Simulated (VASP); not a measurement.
A run of VASP 6.6.1 is set up as follows.

Contents of INCAR:

```
  PREC = Accurate
  ENCUT = 520
  EDIFF = 1E-6
  ISMEAR = -1
  SIGMA = 0.02
  LREAL = F
  LASPH = T
  NELM = 100
  ALGO = Normal
  ISIF = 2
  LWAVE = F
  LCHARG = F
  LDIPOL = T
  IDIPOL = 3
  DIPOL = 0.5 0.5 0.348
  GGA = PE
  NBANDS = 12
```

File KPOINTS:

```
Automatic mesh
0
Gamma
  12 12 1
```

File POSCAR:

```
P
1.0
    3.2789996868      0.0000000000      0.0000000000
   -1.6394998434      2.8396970278      0.0000000000
    0.0000000000      0.0000000000     26.1518814016
P
2
Direct
    0.3333333333      0.6666666667      0.3237635899
    0.6666666667      0.3333333333      0.3712510602
```

Potentials or basis: VASP PAW PBE potentials, release 64 (P).

Run with:

```console
$ cat potpaw_PBE.64/P/POTCAR > POTCAR
$ mpirun -np 1 vasp_std > vasp.out
```

(1) Predict the band gap on the k mesh.

(2) Predict the largest force.

## Answers

(1) 1.98 eV (least direct gap 2.24 eV).

(2) 0.088 eV/Å.
